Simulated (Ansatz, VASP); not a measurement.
**LiF in VASP and in Ansatz**

The input POSCAR:

```
LiF
1.0
    0.0000000000      2.0350000000      2.0350000000
    2.0350000000      0.0000000000      2.0350000000
    2.0350000000      2.0350000000      0.0000000000
Li F
1 1
Direct
    0.0085113062      0.0085113062      0.0085113062
    0.5000000000      0.5000000000      0.5000000000
```

The input INCAR.step1:

```
SYSTEM = LiF
ALGO = Normal ; EDIFF = 1E-5
ENCUT = 520 ; GGA = PE
ISIF = 2 ; ISMEAR = -1
LASPH = .TRUE. ; LCHARG = .FALSE.
LREAL = .FALSE. ; LWAVE = .TRUE.
NBANDS = 12 ; NELM = 60
PREC = Accurate ; SIGMA = 0.05
```

Contents of INCAR.step2:

```
SYSTEM = LiF
ALGO = Normal ; EDIFF = 1E-6
ENCUT = 520 ; GGA = PE
HFSCREEN = 0.2079 ; ISIF = 2
ISMEAR = -1 ; ISTART = 1
LASPH = .TRUE. ; LCHARG = .FALSE.
LHFCALC = .TRUE. ; LREAL = .FALSE.
LWAVE = .FALSE. ; NBANDS = 12
NELM = 60 ; PREC = Accurate
PRECFOCK = Normal ; SIGMA = 0.05
```

Contents of KPOINTS:

```
k-points
0
G
  4 4 4
  0 0 0
```

Input for Ansatz:

```yaml
crystal:
  lattice:
    - [0.0, 2.035, 2.035]
    - [2.035, 0.0, 2.035]
    - [2.035, 2.035, 0.0]
  atoms:
    - { symbol: Li, position: [0.0085113062, 0.0085113062, 0.0085113062] }
    - { symbol: F, position: [0.5, 0.5, 0.5] }
kpoints:
  mp_grid: { grid: [4, 4, 4] }
hamiltonian:
  xc: hse06
  pseudopotentials: { kind: paw }
scf:
  occupations: { method: fermi_dirac, width: 0.05 }
output:
  forces: true
  stress: true
  eigenvalues: true
```

Alike in both runs: task single point; functional HSE06; k mesh 4 × 4 × 4; occupations fermi-dirac, width 0.05 eV; no spin polarisation.

```csv
,VASP,Ansatz
version,VASP 6.6.1,Ansatz 0.2.0 development build
potentials or method,"VASP PAW PBE potentials, release 64 (Li_sv, F)","plane waves, PAW datasets (generated soft set 1)"
plane-wave cutoff (eV),520,420
valence electrons in the cell,10,10
```

Ansatz gave:

```
gap on the k mesh at the Fermi level (eV) : 11.10
rms of the force components (eV/Å)        : 0.040
```

Q: Which values does VASP return?

A: gap on the k mesh at the Fermi level (eV): 11.09; rms of the force components (eV/Å): 0.043.

Atom by atom the forces differ by 0.003 eV/Å (rms over components). Ansatz's warnings: stress exchange threshold loose, stress scf threshold loose.

The k mesh is coarse, so the values compare programs but aren't converged. Noted on VASP's run: the cutoff is short for stress, so the pressure is rough.
